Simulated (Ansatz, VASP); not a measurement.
## One calculation of NbP, two programs

Contents of INCAR:

```
  PREC = Accurate
  ENCUT = 500
  EDIFF = 1E-6
  ISMEAR = -1
  SIGMA = 0.08
  LREAL = F
  LASPH = T
  NELM = 120
  ALGO = Normal
  ISIF = 2
  LWAVE = F
  LCHARG = F
  GGA = PE
  NBANDS = 16
  GGA_COMPAT = F
```

Contents of KPOINTS:

```
regular mesh
0
Gamma
  12 12 12
```

POSCAR

```
NbP
1.0
    0.0000000000      2.5715669273      2.5715669273
    2.5715669273      0.0000000000      2.5715669273
    2.5715669273      2.5715669273      0.0000000000
Nb P
1 1
Direct
    0.0000000000      0.0000000000      0.0000000000
    0.2500000000      0.2500000000      0.2500000000
```

Input for Ansatz:

```yaml
crystal:
  lattice:
    - [0.0, 2.5715669273, 2.5715669273]
    - [2.5715669273, 0.0, 2.5715669273]
    - [2.5715669273, 2.5715669273, 0.0]
  atoms:
    - { symbol: Nb, position: [0.0, 0.0, 0.0] }
    - { symbol: P, position: [0.25, 0.25, 0.25] }
kpoints:
  mp_grid: { grid: [12, 12, 12] }
scf:
  occupations: { method: fermi_dirac, width: 0.08 }
hamiltonian:
  xc: pbe
  pseudopotentials: { kind: paw }
output:
  forces: true
  stress: true
  eigenvalues: true
  populations: true
```

Change from the starting cell: volume scaled by 0.78, PAW files.

Alike in both runs: task single point; functional PBE; k mesh 12 × 12 × 12; occupations fermi-dirac, width 0.08 eV; no spin polarisation.

|  | VASP | Ansatz |
| --- | --- | --- |
| version | VASP 6.6.1 | Ansatz 0.2.0 |
| potentials or method | VASP PAW PBE potentials, release 64 (Nb_sv, P) | PAW with Ansatz's default frozen-core files, scalar-relativistic |
| plane-wave cutoff (eV) | 500 | 420 |
| valence electrons in the cell | 18 | 18 |

|  | VASP | Ansatz | Ansatz less VASP |
| --- | --- | --- | --- |
| pressure (GPa) | 43.6 | 44.0 | +0.46 |

Both programs put the cell under a high pressure, so it lies far from rest at this level.
